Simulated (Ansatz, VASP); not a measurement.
## One calculation of Na, two programs

File INCAR:

```
SYSTEM = Na
PREC = Accurate
ENCUT = 520
EDIFF = 1E-6
ISMEAR = -1
SIGMA = 0.05
LREAL = .False.
LASPH = .True.
NELM = 100
ALGO = Normal
ISIF = 2
LWAVE = .False.
LCHARG = .False.
GGA = PS
NBANDS = 10
```

The input KPOINTS:

```
Automatic mesh
0
Gamma
  13 13 13
  0 0 0
```

POSCAR

```
Na
1.0
   -1.6547004018      1.6547004018      1.6547004018
    1.6547004018     -1.6547004018      1.6547004018
    1.6547004018      1.6547004018     -1.6547004018
Na
1
Direct
    0.0000000000      0.0000000000      0.0000000000
```

Input for Ansatz:

```yaml
crystal:
  lattice:
    - [-1.6547004018, 1.6547004018, 1.6547004018]
    - [1.6547004018, -1.6547004018, 1.6547004018]
    - [1.6547004018, 1.6547004018, -1.6547004018]
  atoms:
    - { symbol: Na, position: [0.0, 0.0, 0.0] }
kpoints:
  mp_grid: { grid: [13, 13, 13] }
scf:
  occupations: { method: fermi_dirac, width: 0.05 }
hamiltonian:
  xc: pbesol
  pseudopotentials: { kind: all_electron, lapw: { basis_error: 0.001 } }
output:
  forces: true
  stress: true
  eigenvalues: true
  populations: true
```

Change from the starting cell: volume scaled by 0.5, LAPW.

Alike in both runs: task single point; functional PBEsol; k mesh 13 × 13 × 13; occupations fermi-dirac, width 0.05 eV; no spin polarisation.

```csv
,VASP,Ansatz
version,VASP 6.6.1,Ansatz 0.2.0
potentials or method,"VASP PAW PBE potentials, release 64 (Na_pv), cutoff 520 eV","all-electron LAPW, scalar-relativistic"
```

```csv
,VASP,Ansatz,Ansatz less VASP
pressure (GPa),19.9,20.0,+0.10
```

VASP's potentials were made for PBE, not for PBEsol. Ansatz ran all-electron here, and VASP with PAW potentials.
